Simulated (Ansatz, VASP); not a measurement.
**Two plane-wave programs on MgO**

The input INCAR:

```
SYSTEM = MgO
PREC = Accurate
ENCUT = 520
EDIFF = 1E-6
ISMEAR = 0
SIGMA = 0.01
LREAL = .FALSE.
LASPH = .TRUE.
NELM = 80
ALGO = Normal
ISIF = 2
LWAVE = .FALSE.
LCHARG = .FALSE.
NBANDS = 11
```

KPOINTS

```
Automatic mesh
0
G
  7 7 7
  0 0 0
```

POSCAR

```
MgO
1.0
    0.0000000000      2.1085000000      2.1085000000
    2.1085000000      0.0000000000      2.1085000000
    2.1085000000      2.1085000000      0.0000000000
Mg O
1 1
Direct
    0.0000000000      0.0000000000      0.0000000000
    0.5000000000      0.5000000000      0.5000000000
```

Input for Ansatz:

```yaml
crystal:
  lattice:
    - [0.0, 2.1085, 2.1085]
    - [2.1085, 0.0, 2.1085]
    - [2.1085, 2.1085, 0.0]
  atoms:
    - { symbol: Mg, position: [0.0, 0.0, 0.0] }
    - { symbol: O, position: [0.5, 0.5, 0.5] }
basis:
  ecutwfc: 462.593566181796
kpoints:
  mp_grid:
    grid: [7, 7, 7]
    shift: [0.0, 0.0, 0.0]
  band_path:
    path:
      - [0.375, 0.375, 0.75]
      - [0.0, 0.0, 0.0]
      - [0.5, 0.5, 0.5]
      - [0.5, 0.25, 0.75]
      - [0.5, 0.0, 0.5]
    npoints: 4
hamiltonian:
  xc: lda
scf:
  n_extra_bands: 6
  occupations:
    method: fixed
```

Alike in both runs: task single point; functional LDA; k mesh 7 × 7 × 7; no spin polarisation.

|  | VASP | Ansatz |
| --- | --- | --- |
| version | VASP 6.6.1 | Ansatz 0.2.0 |
| potentials or method | VASP PAW LDA potentials, release 64 (Mg, O), cutoff 520 eV | plane waves, PAW |
| occupations | gaussian, width 0.01 eV | fixed |
| valence electrons in the cell | 8 | 16 |

|  | VASP | Ansatz | Ansatz less VASP |
| --- | --- | --- | --- |
| gap on the k mesh at the Fermi level (eV) | 4.62 | 4.62 | +0.002 |

LDA's correlation is that of Perdew and Zunger in VASP and of Perdew and Wang (1992) in Ansatz. VASP's potentials hold 8 valence electrons a cell and Ansatz's 16, so a difference there can come from the potentials and not from the codes.
